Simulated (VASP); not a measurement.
Si2Ni, 3 atoms in the cell. It takes space group Fm-3m (No. 225, cubic). Conventional cell: a = 4.933 Å, b = 4.933 Å, c = 4.933 Å, α = 90.00°, β = 90.00°, γ = 90.00°. Within 2.8 Å of Si (site symmetry -43m) lie 4 Ni at 2.14 Å and 6 Si at 2.47 Å. Ni (site symmetry m-3m) has 8 Si at 2.14 Å within 2.8 Å. 

* Program: VASP 6.6.1
* Task: single point
* Functional: PBE
* Potentials or basis: VASP PAW PBE potentials, release 64 (Si, Ni)
* Cutoff: 520 eV
* k mesh: 2 × 2 × 2
* Occupations: fermi-dirac, width 0.22 eV
* Spin: no spin polarisation
* Dipole correction: no
* Further INCAR settings: ALGO = Normal; EDIFF = 1e-06; NBANDS = 16

Potentials or basis: VASP PAW PBE potentials, release 64 (Si, Ni).

Command:

```console
$ cat potpaw_PBE.64/Si/POTCAR potpaw_PBE.64/Ni/POTCAR > POTCAR
$ mpirun -np 1 vasp_std > vasp.out
```

Hardware: 1 thread of Intel Xeon 6975P-C, with other jobs on the host.

How long does it take, and how much memory?

Wall time 4.4 s on 1 thread of Intel Xeon 6975P-C, on a shared host, peak memory 0.15 GiB. Counts: scf iterations 14, k points 3.
